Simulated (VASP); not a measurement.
## C: single point with PBE

The system is C.

```
C
1.0
     1.23328   -2.13604    0.00000
     1.23328    2.13604    0.00000
     0.00000    0.00000    8.70703
C
4
Direct
  0.12331 0.87669 0.74050
  0.54335 0.45665 0.25950
  0.87669 0.12331 0.25950
  0.45665 0.54335 0.74050
```

```json
{
  "Program": "VASP 6.6.1",
  "Task": "single point",
  "Functional": "PBE",
  "Potentials or basis": "VASP PAW PBE potentials, release 64 (C)",
  "Cutoff": "520 eV",
  "k mesh": "18 × 18 × 6",
  "Occupations": "gaussian, width 0.15 eV",
  "Spin": "no spin polarisation",
  "Dipole correction": "no",
  "Further INCAR settings": "ALGO = Normal; EDIFF = 1e-07; NBANDS = 16"
}
```

- Pressure: 0.3 GPa

Forces on the atoms (eV/Å):
```
C    0.000  0.000  0.003
C    0.000  0.000 -0.002
C    0.000  0.000 -0.003
C    0.000  0.000  0.002
```

Stress tensor (GPa, compression positive):
```
 0.54  0.00  0.00
 0.00  0.55  0.00
 0.00  0.00 -0.04
```

Run time: 2.4 min on 1 thread of Intel(R) Xeon(R) 6975P-C (Granite Rapids), with other jobs on the host, peak memory 0.36 GiB.

Caveat: this functional lacks dispersion, which binds the layers, so the pressure and a relaxed spacing across them are unreliable.
